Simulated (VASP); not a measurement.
# MnO (R-3m) in VASP: a series of runs, part 3 of 3

VASP 6.6.1. Earlier steps stand in the parts before.

## (5) Electric field gradients, PBE, collinear spin, ferromagnetic start (equal xy, yz and zx shear strains of +1 %)

Input file INCAR:

```
SYSTEM = MnO
PREC = Accurate
ENCUT = 520
EDIFF = 1E-8
ISMEAR = -1
SIGMA = 0.05
LREAL = .FALSE.
LASPH = .TRUE.
NELM = 150
ALGO = Normal
ISIF = 2
LWAVE = .FALSE.
LCHARG = .FALSE.
ISPIN = 2
MAGMOM = 4 0
LORBIT = 11
LMAXMIX = 4
GGA = PE
LEFG = .TRUE.
NBANDS = 20
```

Input file KPOINTS:

```
regular mesh
0
G
  16 16 16
  0 0 0
```

Input file POSCAR:

```
MnO
1.0
    0.0222200000      2.2331100000      2.2331100000
    2.2331100000      0.0222200000      2.2331100000
    2.2331100000      2.2331100000      0.0222200000
Mn O
1 1
Direct
    0.0000000000      0.0000000000      0.0000000000
    0.5000000000      0.5000000000      0.5000000000
```

Potentials or basis: VASP PAW PBE potentials, release 64 (Mn_pv, O).

Run with:

```console
cat potpaw_PBE.64/Mn_pv/POTCAR potpaw_PBE.64/O/POTCAR > POTCAR
mpirun -np 1 vasp_std > vasp.out
```

OUTCAR:

```text
SYSTEM = MnO
   PREC = Accurate
   ENCUT = 520
   EDIFF = 1E-8
   ISMEAR = -1
   LREAL = .FALSE.
   LASPH = .TRUE.
   NELM = 150
   ISIF = 2
   ISPIN = 2
   LORBIT = 11
   GGA = PE

 ion  position               nearest neighbor table
   1  0.000  0.000  0.000-   2 2.22   2 2.22   2 2.22   2 2.22   2 2.22   2 2.22
   2  0.500  0.500  0.500-   1 2.22   1 2.22   1 2.22   1 2.22   1 2.22   1 2.22

  LATTYP: Found a trigonal (rhomboedric) cell.
 ALAT       =     3.1581726160
 COS(alpha) =     0.5099250056

  Lattice vectors:

 A1 = (   0.0222200000,   2.2331100000,   2.2331100000)
 A2 = (   2.2331100000,   0.0222200000,   2.2331100000)
 A3 = (   2.2331100000,   2.2331100000,   0.0222200000)

Analysis of symmetry for initial positions (statically):
=====================================================================
 Subroutine PRICEL returns:
 Original cell was already a primitive cell.

 Routine SETGRP: Setting up the symmetry group for a
 trigonal (rhombohedral) supercell.

 Subroutine GETGRP returns: Found 12 space group operations
 (whereof 12 operations were pure point group operations)
 out of a pool of 12 trial point group operations.

The static configuration has the point symmetry D_3d.

Analysis of symmetry for dynamics (positions and initial velocities):
=====================================================================
 Subroutine PRICEL returns:
 Original cell was already a primitive cell.

 Routine SETGRP: Setting up the symmetry group for a
[... 1290 lines left out ...]
  --------------------------------------------------------------------------------------
  -------------------------------------------------------------------------------------
  Total        0.0084054      0.0084054      0.0084054     -0.0892920     -0.0892920     -0.0892920
  in kB        0.6138183      0.6138183      0.6138183     -6.5206853     -6.5206853     -6.5206853
  external PRESSURE =       0.6138183 kB  Pullay stress =       0.0000000 kB

 VOLUME and BASIS-vectors are now :
 -----------------------------------------------------------------------------
  energy-cutoff  :      520.00
  volume of cell :       21.94
      direct lattice vectors                 reciprocal lattice vectors
     0.022220000  2.233110000  2.233110000    -0.227272839  0.225033698  0.225033698
     2.233110000  0.022220000  2.233110000     0.225033698 -0.227272839  0.225033698
     2.233110000  2.233110000  0.022220000     0.225033698  0.225033698 -0.227272839

 POSITION                                       TOTAL-FORCE (eV/Angst)
 -----------------------------------------------------------------------------------
      0.00000      0.00000      0.00000         0.000000     -0.000000      0.000000
      2.24422      2.24422      2.24422        -0.000000      0.000000     -0.000000
 -----------------------------------------------------------------------------------
    total drift:                                0.000000     -0.000000     -0.000000

  FREE ENERGIE OF THE ION-ELECTRON SYSTEM (eV)
  ---------------------------------------------------
  free  energy   TOTEN  =       -16.4049555914 eV

  energy  without entropy=      -16.3970875719  energy(sigma->0) =      -16.40102158

 Electric field gradients (V/A^2)
---------------------------------------------------------------------
 ion       V_xx      V_yy      V_zz      V_xy      V_xz      V_yz
---------------------------------------------------------------------
   1      -0.000    -0.000    -0.000    -0.763    -0.763    -0.763
   2      -0.000    -0.000    -0.000     2.011     2.011     2.011
---------------------------------------------------------------------

 Electric field gradients after diagonalization (V/A^2)
 (convention: |V_zz| > |V_xx| > |V_yy|)
----------------------------------------------------------------------
 ion       V_xx      V_yy      V_zz     asymmetry (V_yy - V_xx)/ V_zz
----------------------------------------------------------------------
   1       0.763     0.763    -1.526       0.000
   2      -2.011    -2.011     4.023       0.000
----------------------------------------------------------------------

           NMR quadrupolar parameters

 Cq : quadrupolar parameter    Cq=e*Q*V_zz/h
 eta: asymmetry parameters     (V_yy - V_xx)/ V_zz
 Q  : nuclear electric quadrupole moment in mb (millibarn)
----------------------------------------------------------------------
 ion       Cq(MHz)       eta       Q (mb)
----------------------------------------------------------------------
   1      -0.004       0.000       1.000
   2       0.010       0.000       1.000
----------------------------------------------------------------------

 total charge

# of ion       s       p       d       tot
------------------------------------------
    1        0.203   6.176   4.976  11.355
    2        1.561   3.415   0.000   4.976
--------------------------------------------------
tot          1.764   9.591   4.976  16.331

 magnetization (x)

# of ion       s       p       d       tot
------------------------------------------
    1        0.034   0.026   4.264   4.325
    2        0.030   0.170   0.000   0.201
--------------------------------------------------
tot          0.065   0.196   4.264   4.525
```

OSZICAR:

```text
N       E                     dE             d eps       ncg     rms          rms(c)
DAV:   1     0.169833575551E+03    0.16983E+03   -0.10343E+04 33592   0.112E+03
DAV:   2    -0.102223797666E+02   -0.18006E+03   -0.16779E+03 34240   0.327E+02
DAV:   3    -0.186595971107E+02   -0.84372E+01   -0.83371E+01 37488   0.765E+01
DAV:   4    -0.187220827625E+02   -0.62486E-01   -0.62471E-01 38172   0.679E+00
DAV:   5    -0.187226312161E+02   -0.54845E-03   -0.54844E-03 37440   0.635E-01    0.138E+01
DAV:   6    -0.167241863579E+02    0.19984E+01   -0.98309E+00 46072   0.344E+01    0.133E+01
DAV:   7    -0.164167967664E+02    0.30739E+00   -0.12809E+00 37976   0.162E+01    0.786E+00
DAV:   8    -0.164161499597E+02    0.64681E-03   -0.11805E-01 36928   0.254E+00    0.470E+00
DAV:   9    -0.164022995885E+02    0.13850E-01   -0.38535E-02 34996   0.209E+00    0.117E+00
DAV:  10    -0.164045414018E+02   -0.22418E-02   -0.71031E-03 36424   0.978E-01    0.239E-01
DAV:  11    -0.164048777673E+02   -0.33637E-03   -0.10964E-03 38388   0.307E-01    0.108E-01
DAV:  12    -0.164049395220E+02   -0.61755E-04   -0.52283E-05 36812   0.908E-02    0.323E-02
DAV:  13    -0.164049477140E+02   -0.81919E-05   -0.94750E-06 38188   0.273E-02    0.318E-02
DAV:  14    -0.164049556313E+02   -0.79173E-05   -0.56437E-06 37004   0.193E-02    0.670E-03
DAV:  15    -0.164049555817E+02    0.49579E-07   -0.29244E-07 38464   0.494E-03    0.241E-03
DAV:  16    -0.164049555914E+02   -0.96484E-08   -0.47383E-08 37436   0.173E-03
   1 F= -.16404956E+02 E0= -.16401022E+02  d E =-.786802E-02  mag=     4.7617
```

stdout:

```text
POSCAR found type information on POSCAR MnO
 POSCAR found :  2 types and       2 ions
 scaLAPACK will be used
 LDA part: xc-table for (Slater+PW92), standard interpolation
 POSCAR, INCAR and KPOINTS ok, starting setup
 FFT: planning ... GRIDC
 FFT: planning ... GRID_SOFT
 FFT: planning ... GRID
 WAVECAR not read
 entering main loop
ion   1

ion   2
```

It took 3.8 min on 1 thread of Intel Xeon Platinum 8259CL at 2.50GHz (Skylake/Cascade Lake), shared host; peak memory 0.36 GiB.

What came out:

```
Free energy                                           : -16.4050 eV
Pressure                                              : 0.1 GPa
Net moment                                            : 4.76 μB per cell
Site moments                                          : Mn +4.33; O +0.20 μB
Largest electric field gradient by atom               : Mn -1.5; O +4.0 V/Å²
Valence electrons inside the program's atomic spheres : Mn 11.36; O 4.98
```

Electric field gradients, principal values (V/Å²):
```csv
atom,least,middle,greatest (by size)
1 Mn,0.763,0.763,-1.526
2 O,-2.011,-2.011,4.023
```

Caveat: the cell differs from its parent crystal (equal xy, yz and zx shear strains of +1 %); without QUAD_EFG the Cq values of the log hold for a quadrupole moment of 1 mb, not for the nuclei; a cell with one magnetic atom can't hold antiferromagnetic order, which such compounds often take.
